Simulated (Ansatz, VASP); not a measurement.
## Two plane-wave programs on Fe

```
Fe
1.0
     2.54089    0.00000    0.00000
    -1.27045    2.20048    0.00000
     0.00000    0.00000    4.38421
Fe
2
Direct
  0.33333 0.66667 0.25000
  0.66667 0.33333 0.75000
```

Alike in both runs: functional r2SCAN; k mesh 18 × 18 × 10; occupations gaussian, width 0.1 eV; collinear spin.

Ansatz relaxed the structure, and its values are those at the end. VASP's run is a single point on that final structure, the one shown.

|  | VASP | Ansatz |
| --- | --- | --- |
| version | VASP 6.6.1 | Ansatz 0.2.0 |
| potentials or method | VASP PAW PBE potentials, release 64 (Fe), cutoff 520 eV | scalar-relativistic, plane waves, PAW |
| valence electrons in the cell | 16 | 32 |

Ansatz gave:

| Item | Value |
| --- | --- |
| gap on the k mesh at the Fermi level (eV) | none |
| pressure (GPa) | 0.0 |
| net moment per atom (μB) | 2.82 |
| size of the moment on the site where the two differ most (μB) | 2.92 |

Question: What did VASP give for the same quantities?

Answer: gap on the k mesh at the Fermi level (eV): none; pressure (GPa): -0.4; net moment per atom (μB): 2.81; size of the moment on the site where the two differ most (μB): 2.86.

VASP's potentials were made for PBE, not for r2SCAN. Site moments also hang on the region over which each program counts them. A gap of «none» marks a metal or a gap that the smearing closes. VASP's potentials hold 16 valence electrons a cell and Ansatz's 32, so a difference there can come from the potentials and not from the codes.
